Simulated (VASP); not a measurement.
# VO2 (P4_2/mnm) in VASP: a series of runs, part 2 of 3

VASP 6.6.1. The steps go on from the part before.

## (4) Single point, BLYP+D3(BJ), collinear spin, ferromagnetic start

This run uses another cell than the first one, of 10.72 Å³/atom.

INCAR

```
PREC     = Accurate       # precision mode
ENCUT    = 600            # plane-wave cutoff, eV
EDIFF    = 1E-6           # SCF threshold, eV
ISMEAR   = -1             # smearing method
SIGMA    = 0.05           # smearing width, eV
LREAL    = False          # projectors in reciprocal space
LASPH    = True           # aspherical terms in the spheres
NELM     = 200            # most SCF steps
ALGO     = Normal         # electronic algorithm
ISIF     = 2              # what is computed and relaxed
LWAVE    = False          # write WAVECAR
LCHARG   = True           # write CHGCAR
ISPIN    = 2              # spin polarisation
MAGMOM   = 2 2 0 0 0 0    # initial moments
LORBIT   = 11             # projections on sites
LMAXMIX  = 4              # l up to which the mixer works
GGA      = B5             # functional
ALDAX    = 1.0          
AGGAX    = 1.0          
AGGAC    = 1.0          
ALDAC    = 0.0          
IVDW     = 12             # dispersion correction
VDW_S6   = 1.0          
VDW_S8   = 2.6996       
VDW_A1   = 0.4298       
VDW_A2   = 4.2359       
LELF     = True           # ELF
LVHAR    = True         
NBANDS   = 38             # bands
GGA_COMPAT= False
```

KPOINTS

```
Automatic mesh
0
Gamma
  6 6 9
```

POSCAR

```
VO2
1.0
    4.5665141372      0.0000000000      0.0000000000
    0.0000000000      4.5665141372      0.0000000000
    0.0000000000      0.0000000000      3.0845131470
V O
2 4
Direct
    0.5000000000      0.5000000000      0.5000000000
    0.0000000000      0.0000000000      0.0000000000
    0.2003580000      0.7996420000      0.5000000000
    0.7996420000      0.2003580000      0.5000000000
    0.7003580000      0.7003580000      0.0000000000
    0.2996420000      0.2996420000      0.0000000000
```

Command:

```console
cat potpaw_PBE.64/V_sv/POTCAR potpaw_PBE.64/O/POTCAR > POTCAR
mpirun -np 1 vasp_std > vasp.out
```

It took 6 min on 1 thread of Oxide Virtual Turin-like, shared host; peak memory 0.31 GiB.

Results (log left out):

```
Free energy                                           : -52.1809 eV
Pressure                                              : -17.2 GPa
Largest force                                         : 0.207 eV/Å
Band gap on the k mesh                                : zero (filled and empty bands overlap)
Net moment                                            : 2.00 μB per cell
Site moments                                          : V +1.09; O -0.07 μB
Valence electrons inside the program's atomic spheres : V 11.31; O 5.01
Dispersion energy per atom                            : -0.476 eV
```

Forces in eV/Å, atoms in the order of the input:
```
V    0.000  0.000  0.000
V    0.000  0.000  0.000
O   -0.146  0.146  0.000
O    0.146 -0.146  0.000
O   -0.146 -0.146  0.000
O    0.146  0.146  0.000
```

Stress tensor (GPa, compression positive):
```
-12.36   0.00   0.00
  0.00 -12.36   0.00
  0.00   0.00 -27.00
```

Levels at points of the mesh, in eV from the Fermi level:
Spin up:
```csv
k point,band 22,band 23,band 24,band 25,band 26,band 27,band 28,band 29,band 30,band 31
"(0.00, 0.00, 0.00)",-1.41,-1.41,-0.91,-0.73,-0.45,-0.27,-0.26,-0.26,1.71,1.81
"(0.50, 0.00, 0.00)",-3.08,-1.62,-1.62,-0.14,-0.14,0.40,0.40,0.92,0.92,3.34
"(0.50, 0.50, 0.00)",-2.58,-2.21,-2.21,-0.68,-0.68,-0.23,-0.23,1.29,1.29,3.06
```
Spin down:
| k point | band 22 | band 23 | band 24 | band 25 | band 26 | band 27 |
| --- | --- | --- | --- | --- | --- | --- |
| (0.00, 0.00, 0.00) | -1.54 | -1.54 | -1.10 | 0.69 | 0.76 | 0.82 |
| (0.50, 0.00, 0.00) | -3.01 | -1.78 | -1.78 | 1.20 | 1.20 | 1.42 |
| (0.50, 0.50, 0.00) | -2.65 | -2.29 | -2.29 | 0.68 | 0.68 | 0.86 |

Caveat: the stress differs along the axes, from -27 to -12 GPa; the PAW data sets were made with another functional, which shifts forces and pressure a little; semilocal functionals often make such compounds metallic where correlation or magnetic order opens a gap, which also shifts bond lengths. With open d or f shells a metallic result of BLYP can be an artefact of self-interaction; +U or a hybrid may open a gap.

## (5) Single point, BLYP+D3(BJ), collinear spin, ferromagnetic start

This run uses another cell than the first one, of 10.93 Å³/atom.

INCAR

```
  PREC = Accurate
  ENCUT = 600
  EDIFF = 1E-6
  ISMEAR = -1
  SIGMA = 0.05
  LREAL = False
  LASPH = True
  NELM = 200
  ALGO = Normal
  ISIF = 2
  LWAVE = False
  LCHARG = True
  ISPIN = 2
  MAGMOM = 2 2 0 0 0 0
  LORBIT = 11
  LMAXMIX = 4
  GGA = B5
  ALDAX = 1.0
  AGGAX = 1.0
  AGGAC = 1.0
  ALDAC = 0.0
  IVDW = 12
  VDW_S6 = 1.0
  VDW_S8 = 2.6996
  VDW_A1 = 0.4298
  VDW_A2 = 4.2359
  LELF = True
  LVHAR = True
  NBANDS = 38
  GGA_COMPAT = False
```

KPOINTS

```
regular mesh
0
Gamma
  6 6 9
```

POSCAR: that of step 4 with these lines changed.

```diff
@@ -2,5 +2,5 @@
 1.0
-    4.5665141372      0.0000000000      0.0000000000
-    0.0000000000      4.5665141372      0.0000000000
-    0.0000000000      0.0000000000      3.0845131470
+    4.5956009987      0.0000000000      0.0000000000
+    0.0000000000      4.5956009987      0.0000000000
+    0.0000000000      0.0000000000      3.1041602572
 V O
```

Potentials or basis: VASP PAW PBE potentials, release 64 (V_sv, O).

Command:

```console
cat potpaw_PBE.64/V_sv/POTCAR potpaw_PBE.64/O/POTCAR > POTCAR
mpirun -np 1 vasp_std > vasp.out
```

OUTCAR:

```text
PREC = Accurate
   ENCUT = 600
   EDIFF = 1E-6
   ISMEAR = -1
   LREAL = False
   LASPH = True
   NELM = 200
   ISIF = 2
   ISPIN = 2
   LORBIT = 11
   GGA = B5
   IVDW = 12
 IVDW          = 12

 ion  position               nearest neighbor table
   1  0.500  0.500  0.500-   3 1.95   4 1.95   5 2.03   6 2.03   5 2.03   6 2.03
   2  0.000  0.000  0.000-   5 1.95   6 1.95   3 2.03   4 2.03   3 2.03   4 2.03
   3  0.200  0.800  0.500-   1 1.95   2 2.03   2 2.03
   4  0.800  0.200  0.500-   1 1.95   2 2.03   2 2.03
   5  0.700  0.700  0.000-   2 1.95   1 2.03   1 2.03
   6  0.300  0.300  0.000-   2 1.95   1 2.03   1 2.03

  LATTYP: Found a simple tetragonal cell.
 ALAT       =     4.5956009987
 C/A-ratio  =     0.6754633960
[... 2168 lines left out ...]
      2.29780      2.29780      1.55208         0.000000      0.000000      0.000000
      0.00000      0.00000      0.00000         0.000000      0.000000      0.000000
      0.92077      3.67484      1.55208        -0.147432      0.147432     -0.000000
      3.67484      0.92077      1.55208         0.147432     -0.147432      0.000000
      3.21857      3.21857      0.00000        -0.147432     -0.147432      0.000000
      1.37704      1.37704      0.00000         0.147432      0.147432     -0.000000
 -----------------------------------------------------------------------------------
    total drift:                                0.000000     -0.000000     -0.000000

  FREE ENERGIE OF THE ION-ELECTRON SYSTEM (eV)
  ---------------------------------------------------
  free  energy   TOTEN  =       -52.0401563060 eV

  energy  without entropy=      -51.9879178192  energy(sigma->0) =      -52.01403706

 total charge

# of ion       s       p       d       tot
------------------------------------------
    1        2.244   6.257   2.778  11.279
    2        2.244   6.257   2.778  11.279
    3        1.558   3.437   0.000   4.995
    4        1.558   3.437   0.000   4.995
    5        1.558   3.437   0.000   4.995
    6        1.558   3.437   0.000   4.995
--------------------------------------------------
tot         10.722  26.262   5.555  42.539

 magnetization (x)

# of ion       s       p       d       tot
------------------------------------------
    1        0.012   0.009   1.075   1.096
    2        0.012   0.009   1.075   1.096
    3       -0.002  -0.070   0.000  -0.071
    4       -0.002  -0.070   0.000  -0.071
    5       -0.002  -0.070   0.000  -0.071
    6       -0.002  -0.070   0.000  -0.071
--------------------------------------------------
tot          0.019  -0.261   2.150   1.907
```

Run time: 7.1 min. Hardware: 1 thread of Oxide Virtual Turin-like, shared host; peak memory 0.35 GiB.

Results:

```
Free energy                                           : -52.0402 eV
Pressure                                              : -20.2 GPa
Largest force                                         : 0.209 eV/Å
Band gap on the k mesh                                : zero (filled and empty bands overlap)
Net moment                                            : 2.00 μB per cell
Site moments                                          : V +1.10; O -0.07 μB
Valence electrons inside the program's atomic spheres : V 11.28; O 5.00
Dispersion energy per atom                            : -0.466 eV
```

Forces in eV/Å, atoms in the order of the input:
```
V    0.000  0.000  0.000
V    0.000  0.000  0.000
O   -0.147  0.147  0.000
O    0.147 -0.147  0.000
O   -0.147 -0.147  0.000
O    0.147  0.147  0.000
```

Levels at points of the mesh, in eV from the Fermi level:
Spin up:
```
           k point  band 22  band 23  band 24  band 25  band 26  band 27  band 28  band 29  band 30  band 31
(0.00, 0.00, 0.00)    -1.34    -1.34    -0.85    -0.71    -0.44    -0.25    -0.24    -0.24     1.64     1.77
(0.50, 0.00, 0.00)    -2.99    -1.55    -1.55    -0.14    -0.14     0.40     0.40     0.91     0.91     3.29
(0.50, 0.50, 0.00)    -2.50    -2.14    -2.14    -0.66    -0.66    -0.21    -0.21     1.27     1.27     2.96
```
Spin down:
```
           k point  band 22  band 23  band 24  band 25  band 26  band 27
(0.00, 0.00, 0.00)    -1.49    -1.49    -1.05     0.75     0.78     0.85
(0.50, 0.00, 0.00)    -2.92    -1.71    -1.71     1.23     1.23     1.41
(0.50, 0.50, 0.00)    -2.58    -2.23    -2.23     0.72     0.72     0.87
```

Caveat: the stress differs along the axes, from -29 to -16 GPa; the PAW data sets were made with another functional, which shifts forces and pressure a little; semilocal functionals often make such compounds metallic where correlation or magnetic order opens a gap, which also shifts bond lengths. With open d or f shells a metallic result of BLYP can be an artefact of self-interaction; +U or a hybrid may open a gap.

[end of part 2 of 3]
